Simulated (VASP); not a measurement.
Set up this calculation in VASP 6.6.1, as the native input.

```
Task                   : single point
Functional             : PBE
Dispersion             : D3(BJ)
Potentials or basis    : VASP PAW PBE potentials, release 64 (Si, Ge_d)
Cutoff                 : 520 eV
k mesh                 : 2 × 2 × 2
Occupations            : fermi-dirac, width 0.02 eV
Spin                   : no spin polarisation
Dipole correction      : no
Further INCAR settings : LREAL = Auto; ALGO = Normal; EDIFF = 1e-07; NBANDS = 53
```

The structure of Si16Ge (a cell with a defect) lies in POSCAR:

```
Si16Ge
1.0
    0.0000000000      5.4300000000      5.4300000000
    5.4300000000      0.0000000000      5.4300000000
    5.4300000000      5.4300000000      0.0000000000
Si Ge
16 1
Direct
    0.3276427256     -0.1686740331     -0.0802946593
    0.3774217311     -0.2682688766      0.2445119705
    0.0772467772     -0.0322928177      0.5311325967
    0.0155524862      0.2281675875      0.7230110497
    0.2529558011      0.2792357274     -0.0958655617
    0.2059944751      0.5270810313      0.0774309392
    0.0671270718      0.5624677716      0.4001473297
    0.2416482505      0.5992173112      0.6081860037
    0.7276151013     -0.0868232044     -0.0264364641
    0.5241068140      0.1940331492      0.1166666667
    0.4269705341      0.0507274401      0.5216298343
    0.6280939227      0.0477808471      0.6766574586
    0.6079926335      0.5467955801     -0.1452670350
    0.7660036832      0.5264825046      0.0766114180
    0.4879465930      0.3551289134      0.3947605893
    0.6526427256      0.4807826888      0.5614456722
    0.8508563536      0.1057182320      0.2599723757
```

The input as run:

INCAR

```
PREC = Accurate
ENCUT = 520
EDIFF = 1E-7
ISMEAR = -1
SIGMA = 0.02
LREAL = Auto
LASPH = T
NELM = 80
ALGO = Normal
ISIF = 2
LWAVE = F
LCHARG = F
GGA = PE
IVDW = 12
NBANDS = 53
```

KPOINTS

```
Automatic mesh
0
Gamma
  2 2 2
```

Potentials or basis: VASP PAW PBE potentials, release 64 (Si, Ge_d).

Run with:

```console
$ cat potpaw_PBE.64/Si/POTCAR potpaw_PBE.64/Ge_d/POTCAR > POTCAR
$ mpirun -np 1 vasp_std > vasp.out
```

Results of the run:

| Quantity | Value |
| --- | --- |
| Pressure | -0.2 GPa |
| Largest force | 2.452 eV/Å |
| Band gap on the k mesh | zero (band 39 reaches 6.90 eV, above the bottom of band 40 at 6.59 eV) |
| Dispersion energy per atom | -0.359 eV |

Caveat: the k points lie up to 0.50 Å⁻¹ apart.

It took 2.9 min on 1 thread of Intel(R) Xeon(R) 6975P-C (Granite Rapids), on a shared host, peak memory 0.48 GiB.
